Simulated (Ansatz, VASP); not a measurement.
# Two plane-wave programs on TaN

```xyz
2
Lattice="0.0000 2.2092 2.2092 2.2092 0.0000 2.2092 2.2092 2.2092 0.0000" Properties=species:S:1:pos:R:3 pbc="T T T"
Ta    2.2092    2.2092    2.2092
N     0.0000    0.0000    0.0000
```

Alike in both runs: functional PBE; k mesh 16 × 16 × 16; occupations fermi-dirac, width 0.15 eV; no spin polarisation.

Ansatz relaxed the structure, and its values are those at the end. VASP's run is a single point on that final structure, the one shown.

|  | VASP | Ansatz |
| --- | --- | --- |
| version | VASP 6.6.1 | Ansatz 0.2.0 |
| potentials or method | VASP PAW PBE potentials, release 64 (Ta_pv, N), cutoff 520 eV | scalar-relativistic, plane waves, PAW |
| valence electrons in the cell | 16 | 18 |

```csv
,VASP,Ansatz,Ansatz less VASP
gap on the k mesh at the Fermi level (eV),none,none,-
pressure (GPa),0.8,0.0,-0.78
```

A gap of «none» marks a metal or a gap that the smearing closes. The functional is the same, so the differences come from potentials, cutoffs and numerics. VASP's potentials hold 16 valence electrons a cell and Ansatz's 18, so a difference there can come from the potentials and not from the codes.

Neither program's run includes spin-orbit coupling.
